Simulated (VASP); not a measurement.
## CdSe: single point with LDA

Crystal: CdSe.

```xyz
2
Lattice="3.0190 3.0190 0.0000 -3.0190 3.0190 0.0000 0.0000 3.0190 2.9838" Properties=species:S:1:pos:R:3 pbc="T T T"
Cd    0.0000    0.0000    0.0000
Se    1.5095    4.5285    1.4919
```

This cell differs from its parent crystal: in-plane strain +0.005, then relaxed in part.

| Property | Result |
| --- | --- |
| Program | VASP 6.6.1 |
| Task | single point |
| Functional | LDA |
| Potentials or basis | VASP PAW LDA potentials, release 64 (Cd, Se) |
| Cutoff | 520 eV |
| k mesh | 6 × 6 × 6 |
| Occupations | gaussian, width 0.01 eV |
| Spin | no spin polarisation |

- Pressure: 0.3 GPa
- Band gap on the k mesh: 0.40 eV, direct

Stress tensor (GPa, compression positive):
```
0.23 0.00 0.00
0.00 0.23 0.00
0.00 0.00 0.44
```

Levels at points of the mesh, in eV from the valence-band top:
| k point | band 7 | band 8 | band 9 | band 10 | band 11 | band 12 |
| --- | --- | --- | --- | --- | --- | --- |
| (0.00, 0.00, 0.00) | -0.04 | -0.04 | 0.00 | 0.40 | 5.77 | 5.77 |
| (0.50, 0.00, 0.00) | -4.71 | -0.87 | -0.81 | 2.21 | 6.25 | 6.34 |
| (0.50, 0.50, 0.00) | -4.37 | -2.02 | -2.00 | 2.86 | 3.65 | 8.98 |
| (0.00, 0.00, 0.50) | -4.30 | -2.07 | -2.07 | 2.82 | 3.54 | 9.09 |

It took 6.7 s on 1 thread of Intel(R) Xeon(R) 6975P-C (Granite Rapids), on a shared host, peak memory 0.16 GiB.

Caveat: the cell differs from its parent crystal (in-plane strain +0.005, then relaxed in part).
